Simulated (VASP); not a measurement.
# BaTiO3 (Cmmm) in VASP: notebook, part 2 of 2

VASP 6.6.1. Earlier steps stand in the parts before.

### Step 4. Single point, PBE (strain +0.0050 x Voigt [0, 0, 0, 1, 0, 0])

INCAR reads:

```
SYSTEM = BaTiO3
PREC = Accurate ; ENCUT = 520
EDIFF = 1E-6 ; ISMEAR = 0
SIGMA = 0.05 ; LREAL = .FALSE.
LASPH = .TRUE. ; NELM = 80
ALGO = Normal ; ISIF = 2
LWAVE = .FALSE. ; LCHARG = .FALSE.
GGA = PE ; NBANDS = 28
```

KPOINTS reads:

```
regular mesh
0
G
  8 8 8
  0 0 0
```

POSCAR reads:

```
BaTiO3
1.0
    4.0192501416      0.0000000000      0.0000000000
    0.0000000000      4.0192501416      0.0100481254
    0.0000000000      0.0100481254      4.0192501416
Ba Ti O
1 1 3
Direct
    0.5000000000      0.5000000000      0.5000000000
    0.0000000000      0.0000000000      0.0000000000
    0.5000000000      0.0000000000      0.0000000000
    0.0000000000      0.5000000000      0.0000000000
    0.0000000000      0.0000000000      0.5000000000
```

Potentials or basis: VASP PAW PBE potentials, release 64 (Ba_sv, Ti_sv, O).

On the command line:

```sh
> cat potpaw_PBE.64/Ba_sv/POTCAR potpaw_PBE.64/Ti_sv/POTCAR potpaw_PBE.64/O/POTCAR > POTCAR
> mpirun -np 1 vasp_std > vasp.out
```

OUTCAR:

```text
SYSTEM = BaTiO3
   PREC = Accurate
   ENCUT = 520
   EDIFF = 1E-6
   ISMEAR = 0
   LREAL = .FALSE.
   LASPH = .TRUE.
   NELM = 80
   ISIF = 2
   GGA = PE

 ion  position               nearest neighbor table
   1  0.500  0.500  0.500-   3 2.83   3 2.83   4 2.84   4 2.84   5 2.84   5 2.84   4 2.84   5 2.84
                             4 2.84   5 2.84   3 2.85   3 2.85   2 3.47   2 3.47   2 3.47   2 3.47
   2  0.000  0.000  0.000-   3 2.01   3 2.01   5 2.01   5 2.01   4 2.01   4 2.01   1 3.47   1 3.47
                             1 3.47   1 3.47   1 3.49   1 3.49   1 3.49   1 3.49
   3  0.500  0.000  0.000-   2 2.01   2 2.01   1 2.83   1 2.83   1 2.85   1 2.85
   4  0.000  0.500  0.000-   2 2.01   2 2.01   1 2.84   1 2.84   1 2.84   1 2.84
   5  0.000  0.000  0.500-   2 2.01   2 2.01   1 2.84   1 2.84   1 2.84   1 2.84

  LATTYP: Found a base centered orthorhombic cell.
 ALAT       =     5.6698678656
 B/A-ratio  =     1.0050125314
 C/A-ratio  =     0.7088789786

  Lattice vectors:

 A1 = (   0.0000000000,  -0.0100481254,  -4.0192501416)
 A2 = (   0.0000000000,   4.0192501416,   0.0100481254)
 A3 = (   4.0192501416,   0.0000000000,   0.0000000000)

Analysis of symmetry for initial positions (statically):
=====================================================================
 Subroutine PRICEL returns:
 Original cell was already a primitive cell.

 Routine SETGRP: Setting up the symmetry group for a
 base centered orthorhombic supercell.

 Subroutine GETGRP returns: Found  8 space group operations
 (whereof  8 operations were pure point group operations)
 out of a pool of  8 trial point group operations.

The static configuration has the point symmetry D_2h.

Analysis of symmetry for dynamics (positions and initial velocities):
=====================================================================
 Subroutine PRICEL returns:
 Original cell was already a primitive cell.

 Routine SETGRP: Setting up the symmetry group for a
 base centered orthorhombic supercell.

 Subroutine GETGRP returns: Found  8 space group operations
 (whereof  8 operations were pure point group operations)
 out of a pool of  8 trial point group operations.

The dynamic configuration has the point symmetry D_2h.

 Subroutine INISYM returns: Found  8 space group operations
 (whereof  8 operations are pure point group operations),
 and found     1 'primitive' translations

----------------------------------------------------------------------------------------

                                     Primitive cell

  volume of cell :      64.9281

  direct lattice vectors                    reciprocal lattice vectors
     4.019250142  0.000000000  0.000000000     0.248802629  0.000000000  0.000000000
     0.000000000  4.019250142  0.010048125     0.000000000  0.248804184 -0.000622010
     0.000000000  0.010048125  4.019250142     0.000000000 -0.000622010  0.248804184

  length of vectors
     4.019250142  4.019262702  4.019262702     0.248802629  0.248804961  0.248804961

  position of ions in fractional coordinates (direct lattice)
     0.500000000  0.500000000  0.500000000
     0.000000000  0.000000000  0.000000000
     0.500000000  0.000000000  0.000000000
     0.000000000  0.500000000  0.000000000
     0.000000000  0.000000000  0.500000000

[... 36 lines left out ...]
  0.000000  0.000000  0.000000      1.000000
  0.125000  0.000000  0.000000      2.000000
  0.250000  0.000000  0.000000      2.000000
  0.375000  0.000000  0.000000      2.000000
  0.500000  0.000000  0.000000      1.000000
  0.000000  0.125000 -0.000000      4.000000
[... 16 lines left out ...]
  0.250000  0.500000 -0.000000      4.000000
  0.375000  0.500000 -0.000000      4.000000
 [... further k-points ...]
   k-points           NKPTS =    105   k-points in BZ     NKDIM =    105   number of bands    NBANDS=     28
   number of dos      NEDOS =    301   number of ions     NIONS =      5
   total plane-waves  NPLWV =  27000
   dimension x,y,z NGX =    30 NGY =   30 NGZ =   30
   dimension x,y,z NGXF=    60 NGYF=   60 NGZF=   60
   ions per type =               1   1   3
   NGX,Y,Z   is equivalent  to a cutoff of  12.41, 12.41, 12.41 a.u.
   NGXF,Y,Z  is equivalent  to a cutoff of  24.82, 24.82, 24.82 a.u.
 SYSTEM =  BaTiO3
   PREC   = accura    normal or accurate (medium, high low for compatibility)
   ISTART =      0    job   : 0-new  1-cont  2-samecut
   ICHARG =      2    charge: 1-file 2-atom 10-const
   ISPIN  =      1    spin polarized calculation?
   LNONCOLLINEAR =      F non collinear calculations
   LSORBIT =      F    spin-orbit coupling
   LASPH  =      T    aspherical Exc in radial PAW
   ENCUT  =  520.0 eV  38.22 Ry    6.18 a.u.   7.47  7.47  7.47*2*pi/ulx,y,z
   NELM   =     80;   NELMIN=  2; NELMDL= -5     # of ELM steps
   EDIFF  = 0.1E-05   stopping-criterion for ELM
   LREAL  =      F    real-space projection
   EDIFFG = 0.1E-04   stopping-criterion for IOM
   NSW    =      0    number of steps for IOM
   IBRION =     -1    ionic relax: 0-MD 1-quasi-New 2-CG
   NFREE  =      0    steps in history (QN), initial steepest desc. (CG)
   ISIF   =      2    stress and relaxation
   ISYM   =      2    0-nonsym 1-usesym 2-fastsym
   POTIM  = 0.5000    time-step for ionic-motion
   TEBEG  =    0.0;   TEEND  =   0.0 temperature during run
   PSTRESS=    0.0 pullay stress
   NELECT =      40.0000    total number of electrons
   NUPDOWN=      -1.0000    fix difference up-down
   EMIN   =  10.00;   EMAX   =-10.00  energy-range for DOS
   EFERMI =   0.00;   METHOD = LEGACY
   ISMEAR =     0;   SIGMA  =   0.05  broadening in eV -4-tet -1-fermi 0-gaus
   EFERMI_NEDOS =   21; number of points for ismear=-14 and -15
   IALGO  =     38    algorithm
   IMIX   =      4    mixing-type and parameters
     AMIX     =   0.40;   BMIX     =  1.00
     AMIX_MAG =   1.60;   BMIX_MAG =  1.00
  volume/ion in A,a.u.               =      12.99        87.63
  Fermi-wavevector in a.u.,A,eV,Ry     =   1.392999  2.632386 26.401360  1.940445
  Thomas-Fermi vector in A             =   2.516687
   LORBIT       =      0    0 simple, 1 ext, 2 COOP (PROOUT), +10 PAW based schemes
   GGA     = PE    functional components
   LHFCALC =     F    Hartree Fock is set to
   AEXX    =    0.0000 exact exchange contribution
   IVDW    =     0    specifies the selected vdW correction
   LEPSILON=     F    determine dielectric tensor
   LRPA    =     F    only Hartree local field effects (RPA)
 non-spin polarized calculation
 Gauss-broadening in eV      SIGMA  =   0.05
  energy-cutoff  :      520.00
  volume of cell :       64.93
 maximum number of plane-waves:      1777
 NGX is ok and might be reduce to    30
   NGX = 15   NGY = 15   NGZ = 15

 number of electron      39.9999976 magnetization

 Free energy of the ion-electron system (eV)
  ---------------------------------------------------
  ext. energy  EPLUGINS =         0.00000000
  ---------------------------------------------------
  free energy    TOTEN  =       -39.98110811 eV

  energy without entropy =      -39.98110811  energy(sigma->0) =      -39.98110811

 E-fermi :   3.9829     XC(G=0): -11.1943

 val. band max:        3.7412709452   @ k =   0.5000   0.5000   0.5000
 cond. band min:       5.4501041699   @ k =   0.0000   0.0000   0.0000
 fundamental gap:      1.7088332246
 Fermi energy:         3.9828870275

 k-point     1 :       0.0000    0.0000    0.0000
  band No.  band energies     occupation
      1     -52.9509      2.00000
      2     -29.1575      2.00000
      3     -29.1553      2.00000
      4     -29.1531      2.00000
      5     -21.1055      2.00000
      6     -13.1267      2.00000
[... 733 lines left out ...]
     27      11.7061      0.00000
     28      13.2731      0.00000

 [... further k-points ...]

------------------------ aborting loop because EDIFF is reached ----------------------------------------

  FORCE on cell =-STRESS in cart. coord.  units (eV):
  Direction    XX          YY          ZZ          XY          YZ          ZX
  --------------------------------------------------------------------------------------
  -------------------------------------------------------------------------------------
  Total        0.6915134      0.6919669      0.6919669      0.0000000     -0.2487378      0.0000000
  in kB       17.0639200     17.0751101     17.0751101      0.0000000     -6.1379022      0.0000000
  external PRESSURE =      17.0713801 kB  Pullay stress =       0.0000000 kB

 VOLUME and BASIS-vectors are now :
 -----------------------------------------------------------------------------
  energy-cutoff  :      520.00
  volume of cell :       64.93
      direct lattice vectors                 reciprocal lattice vectors
     4.019250142  0.000000000  0.000000000     0.248802629  0.000000000  0.000000000
     0.000000000  4.019250142  0.010048125     0.000000000  0.248804184 -0.000622010
     0.000000000  0.010048125  4.019250142     0.000000000 -0.000622010  0.248804184

 POSITION                                       TOTAL-FORCE (eV/Angst)
 -----------------------------------------------------------------------------------
      2.00963      2.01465      2.01465         0.000000     -0.000000      0.000000
      0.00000      0.00000      0.00000         0.000000     -0.000000      0.000000
      2.00963      0.00000      0.00000         0.000000      0.000000      0.000000
      0.00000      2.00963      0.00502         0.000000     -0.000000      0.000000
      0.00000      0.00502      2.00963         0.000000     -0.000000      0.000000
 -----------------------------------------------------------------------------------
    total drift:                                0.000000     -0.000000      0.000000

  FREE ENERGIE OF THE ION-ELECTRON SYSTEM (eV)
  ---------------------------------------------------
  free  energy   TOTEN  =       -39.9811081136 eV

  energy  without entropy=      -39.9811081136  energy(sigma->0) =      -39.98110811
```

OSZICAR:

```text
N       E                     dE             d eps       ncg     rms          rms(c)
DAV:   1     0.423879016718E+03    0.42388E+03   -0.20443E+04  5880   0.151E+03
DAV:   2    -0.652152232209E+01   -0.43040E+03   -0.40945E+03  6672   0.415E+02
DAV:   3    -0.488569657799E+02   -0.42335E+02   -0.41904E+02  6856   0.134E+02
DAV:   4    -0.510106542667E+02   -0.21537E+01   -0.21495E+01  9372   0.268E+01
DAV:   5    -0.510476636589E+02   -0.37009E-01   -0.36990E-01  7448   0.336E+00    0.226E+01
DAV:   6    -0.402008571192E+02    0.10847E+02   -0.58178E+01  8356   0.654E+01    0.983E+00
DAV:   7    -0.401510370874E+02    0.49820E-01   -0.10127E+01  7872   0.228E+01    0.648E+00
DAV:   8    -0.399764415289E+02    0.17460E+00   -0.64519E-01  7288   0.693E+00    0.342E+00
DAV:   9    -0.400129078729E+02   -0.36466E-01   -0.36603E-01  8368   0.513E+00    0.164E+00
DAV:  10    -0.399854264852E+02    0.27481E-01   -0.17679E-01  6952   0.429E+00    0.553E-01
DAV:  11    -0.399811517793E+02    0.42747E-02   -0.19782E-02  7784   0.902E-01    0.160E-01
DAV:  12    -0.399814092499E+02   -0.25747E-03   -0.25123E-03  7364   0.466E-01    0.148E-01
DAV:  13    -0.399811072535E+02    0.30200E-03   -0.90494E-04  7124   0.313E-01    0.264E-02
DAV:  14    -0.399811071136E+02    0.13993E-06   -0.33506E-05  7556   0.400E-02    0.103E-02
DAV:  15    -0.399811081136E+02   -0.99996E-06   -0.59072E-06  6964   0.176E-02
   1 F= -.39981108E+02 E0= -.39981108E+02  d E =-.769965E-14
```

Wall time 99 s (1 thread of Intel Xeon Platinum 8559C (Emerald Rapids), shared host); peak memory 0.3 GiB.

What came out:

```yaml
Free_energy: -39.9811 eV
Pressure: 1.7 GPa
Band_gap_on_the_k_mesh: 1.71 eV (least direct gap 1.86 eV)
```

Caveat: the cell differs from its parent crystal (strain +0.0050 x Voigt [0, 0, 0, 1, 0, 0]); spin-orbit coupling is left out, which moves the levels of the heavy elements. A k mesh can miss the band edges.

### Step 5. The runs side by side

```tsv
cell	gap on the mesh (eV)	pressure (GPa)
a = 4.019 Å, angles 88.6, 90.0, 90.0°, 5 atoms	1.66	1.8
a = 4.019 Å, angles 89.1, 90.0, 90.0°, 5 atoms	1.68	1.7
a = 4.019 Å, angles 89.7, 90.0, 90.0°, 5 atoms	1.71	1.7
```

Alike in all rows: task single point; level PBE; potentials or basis VASP PAW PBE potentials, release 64 (Ba_sv, Ti_sv, O); no spin polarisation; k mesh 8 × 8 × 8; cutoff (eV) 520; smearing gaussian 0.05 eV.

Caveats: spin-orbit coupling is left out, which moves the levels of the heavy elements.

Total energies depend on the potentials used, so only differences within one code and one set of settings carry meaning.
